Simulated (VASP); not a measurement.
## SnO2: single point with PBEsol

The system is SnO2.

```
Sn O
1.0
    -2.00550    2.00550    5.12274
     2.00550   -2.00550    5.12274
     2.00550    2.00550   -5.12274
Sn O
2 4
Cartesian
  0.0000 2.0055 2.5614
  0.0000 0.0000 0.0000
  0.0000 0.0000 7.8765
  0.0000 2.0055 4.6404
  0.0000 0.0000 2.0790
  0.0000 2.0055 0.4824
```

This cell differs from its parent crystal: atom 3 (O) moved by -0.000 Å along [0 1 0] and -0.290 Å along [0 0 1].

```json
{
  "Program": "VASP 6.6.1",
  "Task": "single point",
  "Functional": "PBEsol",
  "Potentials or basis": "VASP PAW PBE potentials, release 64 (Sn_d, O)",
  "Cutoff": "520 eV",
  "k mesh": "10 × 10 × 10",
  "Occupations": "gaussian, width 0.05 eV",
  "Spin": "no spin polarisation"
}
```

```yaml
Pressure: -0.9 GPa
Largest_force: 2.244 eV/Å
Band_gap_on_the_k_mesh: 0.88 eV (least direct gap 1.48 eV)
```

Forces on the atoms (eV/Å):
```
Sn   0.000  0.000 -0.545
Sn   0.000  0.000 -0.255
O    0.000  0.000  2.244
O    0.000  0.000 -0.561
O    0.000  0.000 -0.125
O    0.000  0.000 -0.758
```

Stress tensor (GPa, compression positive):
```
 1.56  0.00  0.00
 0.00 -0.11  0.00
 0.00  0.00 -4.13
```

Levels at points of the mesh, in eV from the valence-band top:
```
           k point  band 23  band 24  band 25  band 26  band 27  band 28  band 29  band 30
(0.00, 0.00, 0.00)    -1.20    -1.11    -0.68    -0.61     0.88     4.49     8.51     8.85
(0.50, 0.00, 0.00)    -1.16    -1.03    -1.00    -0.83     3.67     5.19     7.26     8.39
(0.00, 0.50, 0.00)    -1.30    -1.02    -0.83    -0.83     4.44     6.36     6.94     7.80
(0.50, 0.50, 0.00)    -1.12    -1.02    -0.51    -0.02     6.02     6.45     7.15     7.16
(0.50, 0.50, 0.50)    -1.45    -1.29    -0.62    -0.57     2.70     3.80     6.76     7.79
```

It took 11 min on 1 thread of AMD EPYC 9R45 96-Core Processor (Zen 5), with other jobs on the host, peak memory 0.55 GiB.

Caveat: the cell differs from its parent crystal (atom 3 (O) moved by -0.000 Å along [0 1 0] and -0.290 Å along [0 0 1]); the stress differs along the axes, from -4 to 2 GPa; the PAW data sets were made with another functional, which shifts forces and pressure a little; spin-orbit coupling is left out, which moves the levels of the heavy elements. A k mesh can miss the band edges.
